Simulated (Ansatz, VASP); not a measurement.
SiO2 in VASP and in Ansatz

INCAR

```
SYSTEM = SiO2
PREC     = Accurate       ! precision mode
ENCUT    = 910            ! plane-wave cutoff, eV
EDIFF    = 1E-6           ! SCF threshold, eV
ISMEAR   = 0              ! smearing method
SIGMA    = 0.05           ! smearing width, eV
LREAL    = .False.        ! projectors in reciprocal space
LASPH    = .True.         ! aspherical terms in the spheres
NELM     = 120            ! most SCF steps
ALGO     = Normal         ! electronic algorithm
ISIF     = 2              ! what is computed and relaxed
LWAVE    = .False.        ! write WAVECAR
LCHARG   = .False.        ! write CHGCAR
GGA      = CA             ! functional
NBANDS   = 25             ! bands
GGA_COMPAT= .False.
```

File KPOINTS:

```
Automatic mesh
0
Gamma
  6 6 8
  0 0 0
```

The input POSCAR:

```
SiO2
1.0
    4.2050000000      0.0000000000      0.0000000000
    0.0000000000      4.2050000000      0.0000000000
    0.0000000000      0.0000000000      2.3420000000
Si O
2 4
Direct
    0.5000000000      0.5000000000      0.5000000000
    0.0000000000      0.0000000000      0.0000000000
    0.6944252994      0.6944252994      0.0000000000
    0.1944252994      0.8055747006      0.5000000000
    0.3055747006      0.3055747006      0.0000000000
    0.8055747006      0.1944252994      0.5000000000
```

Input for Ansatz:

```yaml
crystal:
  lattice:
    - [4.205, 0.0, 0.0]
    - [0.0, 4.205, 0.0]
    - [0.0, 0.0, 2.342]
  atoms:
    - { symbol: Si, position: [0.5, 0.5, 0.5] }
    - { symbol: Si, position: [0.0, 0.0, 0.0] }
    - { symbol: O, position: [0.6944252994, 0.6944252994, 0.0] }
    - { symbol: O, position: [0.1944252994, 0.8055747006, 0.5] }
    - { symbol: O, position: [0.3055747006, 0.3055747006, 0.0] }
    - { symbol: O, position: [0.8055747006, 0.1944252994, 0.5] }
basis:
  ecutwfc: 520.0
kpoints:
  mp_grid: { grid: [6, 6, 8] }
hamiltonian:
  xc: lda
  pseudopotentials: { kind: paw, azcp: { folder: soft_1 } }
scf:
  occupations: { method: gaussian, width: 0.05 }
output:
  forces: true
  stress: true
  eigenvalues: true
```

Alike in both runs: task single point; functional LDA; k mesh 6 × 6 × 8; occupations gaussian, width 0.05 eV; no spin polarisation.

```csv
,VASP,Ansatz
version,VASP 6.6.1,Ansatz 0.2.0
potentials or method,"VASP PAW LDA potentials, release 64 (Si, O_h), cutoff 910 eV","scalar-relativistic, plane waves, PAW"
valence electrons in the cell,32,32
```

```csv
,VASP,Ansatz,Ansatz less VASP
gap on the k mesh at the Fermi level (eV),7.71,7.70,-0.007
least direct gap on the mesh (eV),7.71,7.70,-0.007
rms of the force components (eV/Å),0.268,0.245,-0.0237
```

Ansatz warns that its potentials were made for another functional, while VASP's fit it. LDA's correlation is that of Perdew and Zunger in VASP and of Perdew and Wang (1992) in Ansatz. Atom by atom the forces differ by 0.024 eV/Å (rms over components).

Noted on VASP's run: the cutoff is short for stress, so the pressure is rough.
